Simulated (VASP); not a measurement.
A run of VASP 6.6.1:

The input INCAR:

```
SYSTEM = Ga
PREC     = Accurate       ! precision mode
ENCUT    = 520            ! plane-wave cutoff, eV
EDIFF    = 1E-6           ! SCF threshold, eV
ISMEAR   = -1             ! smearing method
SIGMA    = 0.08           ! smearing width, eV
LREAL    = .FALSE.        ! projectors in reciprocal space
LASPH    = .TRUE.         ! aspherical terms in the spheres
NELM     = 80             ! most SCF steps
ALGO     = Normal         ! electronic algorithm
ISIF     = 2              ! what is computed and relaxed
LWAVE    = .FALSE.        ! write WAVECAR
LCHARG   = .FALSE.        ! write CHGCAR
GGA      = CA             ! functional
NBANDS   = 20             ! bands
```

KPOINTS

```
regular mesh
0
G
  16 16 9
  0 0 0
```

POSCAR

```
Ga
1.0
    2.6558761293      0.0000000000      0.0000000000
   -1.3279380646      2.3000561973      0.0000000000
    0.0000000000      0.0000000000      4.3969558429
Ga
2
Direct
    0.3333333333      0.6666666667      0.2500000000
    0.6666666667      0.3333333333      0.7500000000
```

Potentials or basis: VASP PAW LDA potentials, release 64 (Ga_d).

Launch:

```sh
$ cat potpaw_LDA.64/Ga_d/POTCAR > POTCAR
$ mpirun -np 1 vasp_std > vasp.out
```

Hardware: 1 thread of Intel Xeon 8259CL (shared host).

Task: How long does it take, and how much memory?

Result: It took 83 s on 1 thread of Intel Xeon 8259CL, on a shared host, peak memory 0.18 GiB. Counts: scf iterations 10, k points 150.
